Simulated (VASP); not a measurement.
MnHg:

```
Mn Hg
1.0
     6.63000    0.00000    0.00000
     0.00000    3.31500    0.00000
     0.00000    0.00000    3.31500
Mn Hg
2 2
Direct
  0.25000 0.50000 0.50000
  0.75000 0.50000 0.50000
  0.00000 0.00000 0.00000
  0.50000 0.00000 0.00000
```

Base run:

| Property | Result |
| --- | --- |
| Program | VASP 6.6.1 |
| Functional | r2SCAN |
| Potentials or basis | VASP PAW PBE potentials, release 64 (Mn_pv, Hg) |
| Cutoff | 520 eV |
| k mesh | 5 × 10 × 10 |
| Occupations | fermi-dirac, width 0.05 eV |
| Spin | no spin polarisation |

Its results: band gap on the k mesh zero (bands 25 and 26 overlap by 0.59 eV); pressure -18.0 GPa.

Problem. The run is repeated on the same cell with these changes: functional from r2SCAN to PBE. What comes out?

Solution. Band gap on the k mesh zero (bands 25 and 26 overlap by 0.67 eV); pressure -14.4 GPa.

Caveats: the cell stands under tension; spin-orbit coupling is left out, which moves the levels of the heavy elements; the run has no spin polarisation, though such a crystal can be magnetic; the PAW data sets were made with another functional, which shifts forces and pressure a little (at least some runs).
